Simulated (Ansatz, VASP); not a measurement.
## Two plane-wave programs on Al12H

```
CELL_PARAMETERS angstrom
5.67885 0.00000 0.00000
0.00000 5.67885 0.00000
0.00000 0.00000 21.14135
ATOMIC_POSITIONS crystal
Al 0.25000 0.25000 0.18920
Al 0.25000 0.75000 0.18920
Al 0.75000 0.25000 0.18920
Al 0.75000 0.75000 0.18920
Al 0.00000 0.00000 0.28708
Al 0.00000 0.50000 0.28708
Al 0.50000 0.00000 0.28708
Al 0.50000 0.50000 0.28708
Al 0.25000 0.25000 0.38509
Al 0.25000 0.75000 0.38509
Al 0.75000 0.25000 0.38509
Al 0.75000 0.75000 0.38509
H 0.33333 0.33333 0.50665
```

Alike in both runs: task single point; functional PBEsol; k mesh 5 × 5 × 1; occupations gaussian, width 0.1 eV; no spin polarisation.

|  | VASP | Ansatz |
| --- | --- | --- |
| version | VASP 6.6.1 | Ansatz 0.2.0 |
| potentials or method | VASP PAW PBE potentials, release 64 (Al, H), cutoff 520 eV | scalar-relativistic, plane waves, PAW |
| valence electrons in the cell | 37 | 37 |

|  | VASP | Ansatz | Ansatz less VASP |
| --- | --- | --- | --- |
| gap on the k mesh at the Fermi level (eV) | none | none | - |
| rms of the force components (eV/Å) | 0.306 | 0.306 | -0.0003 |
| work function, face that differs most (eV) | 4.50 | 4.50 | -0.002 |

VASP's potentials were made for PBE, not for PBEsol. Atom by atom the forces differ by 0.001 eV/Å (rms over components). A gap of «none» marks a metal or a gap that the smearing closes.
